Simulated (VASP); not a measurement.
# C (Fd-3m) in VASP: further runs

C is run at these levels: PBE, PBE+D3(BJ); tasks: single point.

Everything below comes from runs of VASP 6.6.1. Logs are shortened: lines on timing, memory, paths and dates and some standing lists are left out, and cuts for length are marked.

## 1. The cell of the first run

It takes space group Fd-3m (No. 227, cubic). Conventional cell: a = 3.567 Å, b = 3.567 Å, c = 3.567 Å, α = 90.00°, β = 90.00°, γ = 90.00°. C (site symmetry -43m) has 4 C at 1.54 Å within 2.1 Å.

## 2. Single point, PBE

INCAR

```
PREC     = Accurate       # precision mode
ENCUT    = 520            # plane-wave cutoff, eV
EDIFF    = 1E-6           # SCF threshold, eV
ISMEAR   = -1             # smearing method
SIGMA    = 0.02           # smearing width, eV
LREAL    = False          # projectors in reciprocal space
LASPH    = True           # aspherical terms in the spheres
NELM     = 60             # most SCF steps
ALGO     = Normal         # electronic algorithm
ISIF     = 2              # what is computed and relaxed
LWAVE    = False          # write WAVECAR
LCHARG   = True           # write CHGCAR
GGA      = PE             # functional
LELF     = True           # ELF
LVHAR    = True         
NBANDS   = 11             # bands
```

KPOINTS

```
regular mesh
0
Gamma
  9 9 9
```

POSCAR

```
C
1.0
    0.0000000000      1.7833700000      1.7833700000
    1.7833700000      0.0000000000      1.7833700000
    1.7833700000      1.7833700000      0.0000000000
C
2
Direct
    0.7500000000      0.7500000000      0.7500000000
    0.5000000000      0.5000000000      0.5000000000
```

Potentials or basis: VASP PAW PBE potentials, release 64 (C).

Run with:

```
> cat potpaw_PBE.64/C/POTCAR > POTCAR
> mpirun -np 1 vasp_std > vasp.out
```

OUTCAR:

```text
PREC = Accurate
   ENCUT = 520
   EDIFF = 1E-6
   ISMEAR = -1
   LREAL = False
   LASPH = True
   NELM = 60
   ISIF = 2
   GGA = PE

 ion  position               nearest neighbor table
   1  0.750  0.750  0.750-   2 1.54   2 1.54   2 1.54   2 1.54
   2  0.500  0.500  0.500-   1 1.54   1 1.54   1 1.54   1 1.54

  LATTYP: Found a face centered cubic cell.
 ALAT       =     3.5667400000

  Lattice vectors:

 A1 = (   0.0000000000,   1.7833700000,   1.7833700000)
 A2 = (   1.7833700000,   0.0000000000,   1.7833700000)
 A3 = (   1.7833700000,   1.7833700000,   0.0000000000)

Analysis of symmetry for initial positions (statically):
=====================================================================
 Subroutine PRICEL returns:
 Original cell was already a primitive cell.

 Routine SETGRP: Setting up the symmetry group for a
 face centered cubic supercell.

 Subroutine GETGRP returns: Found 48 space group operations
 (whereof 24 operations were pure point group operations)
 out of a pool of 48 trial point group operations.

The static configuration has the point symmetry T_d .
 The point group associated with its full space group is O_h .

Analysis of symmetry for dynamics (positions and initial velocities):
=====================================================================
 Subroutine PRICEL returns:
 Original cell was already a primitive cell.

 Routine SETGRP: Setting up the symmetry group for a
 face centered cubic supercell.

 Subroutine GETGRP returns: Found 48 space group operations
 (whereof 24 operations were pure point group operations)
 out of a pool of 48 trial point group operations.

The dynamic configuration has the point symmetry T_d .
 The point group associated with its full space group is O_h .

 Subroutine INISYM returns: Found 48 space group operations
 (whereof 24 operations are pure point group operations),
 and found     1 'primitive' translations

----------------------------------------------------------------------------------------

                                     Primitive cell

  volume of cell :      11.3437

  direct lattice vectors                    reciprocal lattice vectors
     0.000000000  1.783370000  1.783370000    -0.280368067  0.280368067  0.280368067
     1.783370000  0.000000000  1.783370000     0.280368067 -0.280368067  0.280368067
     1.783370000  1.783370000  0.000000000     0.280368067  0.280368067 -0.280368067

[... 83 lines left out ...]
   EDIFF  = 0.1E-05   stopping-criterion for ELM
   LREAL  =      F    real-space projection
   EDIFFG = 0.1E-04   stopping-criterion for IOM
   NSW    =      0    number of steps for IOM
   IBRION =     -1    ionic relax: 0-MD 1-quasi-New 2-CG
   NFREE  =      0    steps in history (QN), initial steepest desc. (CG)
   ISIF   =      2    stress and relaxation
   ISYM   =      2    0-nonsym 1-usesym 2-fastsym
   POTIM  = 0.5000    time-step for ionic-motion
   TEBEG  =    0.0;   TEEND  =   0.0 temperature during run
   PSTRESS=    0.0 pullay stress
   NELECT =       8.0000    total number of electrons
   NUPDOWN=      -1.0000    fix difference up-down
   EMIN   =  10.00;   EMAX   =-10.00  energy-range for DOS
   EFERMI =   0.00;   METHOD = LEGACY
   ISMEAR =    -1;   SIGMA  =   0.02  broadening in eV -4-tet -1-fermi 0-gaus
   EFERMI_NEDOS =   21; number of points for ismear=-14 and -15
   IALGO  =     38    algorithm
   IMIX   =      4    mixing-type and parameters
     AMIX     =   0.40;   BMIX     =  1.00
     AMIX_MAG =   1.60;   BMIX_MAG =  1.00
  volume/ion in A,a.u.               =       5.67        38.28
  Fermi-wavevector in a.u.,A,eV,Ry     =   1.457203  2.753714 28.891161  2.123440
  Thomas-Fermi vector in A             =   2.574032
   LORBIT       =      0    0 simple, 1 ext, 2 COOP (PROOUT), +10 PAW based schemes
   GGA     = PE    functional components
   LHFCALC =     F    Hartree Fock is set to
   AEXX    =    0.0000 exact exchange contribution
   IVDW    =     0    specifies the selected vdW correction
   LEPSILON=     F    determine dielectric tensor
   LRPA    =     F    only Hartree local field effects (RPA)
 non-spin polarized calculation
  energy-cutoff  :      520.00
  volume of cell :       11.34
 maximum number of plane-waves:       311
   NGX =  9   NGY =  9   NGZ =  9

 number of electron       7.9999999 magnetization

 Free energy of the ion-electron system (eV)
  ---------------------------------------------------
  ext. energy  EPLUGINS =         0.00000000
  ---------------------------------------------------
  free energy    TOTEN  =       -18.18499356 eV

  energy without entropy =      -18.18499356  energy(sigma->0) =      -18.18499356

 E-fermi :  10.2160     XC(G=0): -13.2509

 val. band max:        9.7302458172   @ k =   0.0000   0.0000   0.0000
 cond. band min:      13.8831451691   @ k =   0.3333   0.3333   0.0000
 fundamental gap:      4.1528993519
 Fermi energy:        10.2159517213

 k-point     1 :       0.0000    0.0000    0.0000
  band No.  band energies     occupation
      1     -11.7472      2.00000
      2       9.7302      2.00000
      3       9.7302      2.00000
      4       9.7302      2.00000
      5      15.3201      0.00000
      6      15.3201      0.00000
      7      15.3201      0.00000
      8      23.0622      0.00000
      9      29.0240      0.00000
     10      36.2646      0.00000
     11      36.2646      0.00000
[... 309 lines left out ...]
 k-point    24 :       0.4444    0.4444    0.0000
  band No.  band energies     occupation
      1      -4.7516      2.00000
      2      -1.2082      2.00000
      3       3.5433      2.00000
      4       3.5433      2.00000
      5      14.0681      0.00000
      6      15.1750      0.00000
      7      26.1683      0.00000
      8      26.1683      0.00000
      9      32.4698      0.00000
     10      33.2451      0.00000
     11      42.5198      0.00000

 [... further k-points ...]
[... 5 lines left out ...]
  --------------------------------------------------------------------------------------
  -------------------------------------------------------------------------------------
  Total        0.1740303      0.1740303      0.1740303      0.0000000      0.0000000      0.0000000
  in kB       24.5799593     24.5799593     24.5799593      0.0000000      0.0000000      0.0000000
  external PRESSURE =      24.5799593 kB  Pullay stress =       0.0000000 kB

 VOLUME and BASIS-vectors are now :
 -----------------------------------------------------------------------------
  energy-cutoff  :      520.00
  volume of cell :       11.34
      direct lattice vectors                 reciprocal lattice vectors
     0.000000000  1.783370000  1.783370000    -0.280368067  0.280368067  0.280368067
     1.783370000  0.000000000  1.783370000     0.280368067 -0.280368067  0.280368067
     1.783370000  1.783370000  0.000000000     0.280368067  0.280368067 -0.280368067

 POSITION                                       TOTAL-FORCE (eV/Angst)
 -----------------------------------------------------------------------------------
      2.67505      2.67505      2.67505         0.000000      0.000000     -0.000000
      1.78337      1.78337      1.78337        -0.000000     -0.000000      0.000000
 -----------------------------------------------------------------------------------
    total drift:                                0.000000     -0.000000      0.000000

  FREE ENERGIE OF THE ION-ELECTRON SYSTEM (eV)
  ---------------------------------------------------
  free  energy   TOTEN  =       -18.1849935612 eV

  energy  without entropy=      -18.1849935612  energy(sigma->0) =      -18.18499356
```

OSZICAR:

```text
N       E                     dE             d eps       ncg     rms          rms(c)
DAV:   1     0.143368883429E+01    0.14337E+01   -0.45864E+03   810   0.689E+02
DAV:   2    -0.184109226376E+02   -0.19845E+02   -0.19307E+02  1036   0.128E+02
DAV:   3    -0.188232576707E+02   -0.41234E+00   -0.41136E+00   898   0.137E+01
DAV:   4    -0.188239368579E+02   -0.67919E-03   -0.67918E-03   850   0.692E-01
DAV:   5    -0.188239376109E+02   -0.75301E-06   -0.75300E-06   890   0.223E-02    0.556E+00
DAV:   6    -0.183444873342E+02    0.47945E+00   -0.25004E-01   788   0.352E+00    0.332E+00
DAV:   7    -0.181831135328E+02    0.16137E+00   -0.30647E-01   824   0.395E+00    0.758E-01
DAV:   8    -0.181849314149E+02   -0.18179E-02   -0.86148E-03   803   0.692E-01    0.436E-02
DAV:   9    -0.181849728258E+02   -0.41411E-04   -0.62023E-05   904   0.634E-02    0.246E-02
DAV:  10    -0.181849934854E+02   -0.20660E-04   -0.15506E-05   806   0.346E-02    0.535E-03
DAV:  11    -0.181849935612E+02   -0.75762E-07   -0.25025E-07   661   0.459E-03
   1 F= -.18184994E+02 E0= -.18184994E+02  d E =-.118124E-12
```

stdout:

```text
POSCAR found type information on POSCAR C
 POSCAR found :  1 types and       2 ions
 scaLAPACK will be used
 LDA part: xc-table for (Slater+PW92), standard interpolation
 POSCAR, INCAR and KPOINTS ok, starting setup
 FFT: planning ... GRIDC
 FFT: planning ... GRID_SOFT
 FFT: planning ... GRID
 WAVECAR not read
 entering main loop
```

It took 5.4 s on 1 thread of Intel Xeon Platinum 8488C (Sapphire Rapids), shared host; peak memory 0.11 GiB.

What came out:

```yaml
Free_energy: -18.1850 eV
Pressure: 2.5 GPa
Band_gap_on_the_k_mesh: 4.15 eV, indirect (least direct gap 5.59 eV)
```

A k mesh can miss the band edges. A hybrid or GW would open this gap; PBE tends to underestimate it.

[end of part 1 of 2]
